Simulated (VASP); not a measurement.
A run of VASP 6.6.1:

INCAR

```
  PREC = Accurate
  ENCUT = 520
  EDIFF = 1E-6
  ISMEAR = -1
  SIGMA = 0.02
  LREAL = Auto
  LASPH = True
  NELM = 100
  ALGO = Normal
  ISIF = 2
  LWAVE = False
  LCHARG = False
  GGA = PS
  NBANDS = 141
```

The input KPOINTS:

```
regular mesh
0
Gamma
  2 1 1
```

Contents of POSCAR:

```
BaTiO3
1.0
    5.6539850000      0.0000000000      0.0000000000
    0.0000000000      6.9538970000      0.0000000000
    0.0000000000      0.0000000000     21.9631960000
Ba Ti O
6 6 18
Direct
    0.0000000000      0.0000000000      0.0455307142
   -0.0545632859      0.3168870635      0.1980677129
    0.5221450004      0.6468459340      0.1341016125
    0.4148755258      0.0158903705      0.2693369399
    0.3851796565      0.3109191868      0.4376594372
    0.9283717590      0.6354278759      0.3546296268
    0.4875499316      0.1349315355      0.1160668966
    0.0000000000      0.4871944465      0.0455307142
   -0.0167669352      0.8324684706      0.2056121523
    0.9236317394      0.1640518978      0.3539239007
    0.4523535170      0.4793427340      0.2738035029
    0.4346491899      0.8032474453      0.4123398070
    0.7227291901      0.0071902129      0.1532199594
    0.5000013265      0.0137045458      0.0467782558
    0.2108424412      0.0223040405      0.1489127539
    0.2458089295      0.3470284360      0.0820645593
    0.4847908157      0.3124291315      0.1935237476
    0.7541937235      0.3470284360      0.0820645593
    0.2077119059      0.6519078439      0.2229957789
    1.0738266904      0.6995789555      0.0910932999
    0.7194571616      0.6645338578      0.2256229011
    0.1830921023      0.0179755323      0.3787973299
   -0.0414751719     -0.0337940007      0.2768085301
    0.6239316164      0.0170120438      0.3724230299
    0.7068819602      0.3415494938      0.3052834387
   -0.0548816454      0.2879536467      0.4235175973
    0.1796608940      0.3575692881      0.3126412021
    0.6663795535      0.7595309508      0.4643859664
    0.4554133058      0.6595007087      0.3305347728
    0.2325616357      0.6527562890      0.4480540992
```

Potentials or basis: VASP PAW PBE potentials, release 64 (Ba_sv, Ti_sv, O).

The run is started by

```console
$ cat potpaw_PBE.64/Ba_sv/POTCAR potpaw_PBE.64/Ti_sv/POTCAR potpaw_PBE.64/O/POTCAR > POTCAR
$ mpirun -np 1 vasp_std > vasp.out
```

Hardware: 1 thread of Intel(R) Xeon(R) Platinum 8259CL CPU @ 2.50GHz (Skylake/Cascade Lake), with other jobs on the host.

Problem. How long does it take, and how much memory?

Solution. Wall time 16 min on 1 thread of Intel(R) Xeon(R) Platinum 8259CL CPU @ 2.50GHz (Skylake/Cascade Lake), on a shared host, peak memory 0.84 GiB. Counts: scf iterations 38, k points 2.
